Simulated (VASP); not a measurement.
Input of a VASP 6.6.1 run:

File POSCAR:

```
Ta
1.0
    2.8879886106      0.0000000000      0.0000000000
   -1.4439943053      2.4010286425      0.0000000000
    0.0000000000      0.0000000000      5.1181138697
Ta
2
Direct
    0.6666666667      0.3333333333      0.7500000000
    0.3333333333      0.6666666667      0.2500000000
```

INCAR.step1

```
SYSTEM = Ta
PREC = Accurate
ENCUT = 520
ISMEAR = 0
SIGMA = 0.15
LREAL = .False.
LASPH = .True.
NELM = 100
NBANDS = 18
GGA = PE
ALGO = Normal
EDIFF = 1E-4
LWAVE = .True.
LCHARG = .False.
```

Contents of INCAR.step2:

```
SYSTEM = Ta
PREC = Accurate
ENCUT = 520
EDIFF = 1E-6
ISMEAR = 0
SIGMA = 0.15
LREAL = .False.
LASPH = .True.
NELM = 100
ALGO = Normal
ISIF = 2
LWAVE = .False.
LCHARG = .False.
METAGGA = R2SCAN
LMIXTAU = .True.
NBANDS = 18
ISTART = 1
```

File KPOINTS:

```
Automatic mesh
0
Gamma
  24 24 12
  0 0 0
```

Potentials or basis: VASP PAW PBE potentials, release 64 (Ta_pv).

The run is started by

```sh
$ cat potpaw_PBE.64/Ta_pv/POTCAR > POTCAR
$ cp INCAR.step1 INCAR
$ mpirun -np 1 vasp_std > vasp.out
$ cp INCAR.step2 INCAR
$ mpirun -np 1 vasp_std > vasp.out
```

Problem. What does it give for the largest force?

Solution. 0.246 eV/Å.

Problem. Predict the band gap on the k mesh.

Solution. Zero (bands 11 and 12 overlap by 2.83 eV).

Problem. Estimate the pressure.

Solution. 9.7 GPa.

Forces in eV/Å, atoms in the order of the input:
```
Ta   0.000  0.246  0.000
Ta   0.000 -0.246  0.000
```

Caveat: the cell differs from its parent crystal (strain -0.0400 x Voigt [0, 1, 0, 0, 0, 0]); the stress differs along the axes, from 6 to 13 GPa; the PAW data sets were made with another functional, which shifts forces and pressure a little; spin-orbit coupling is left out, which moves the levels of the heavy elements.
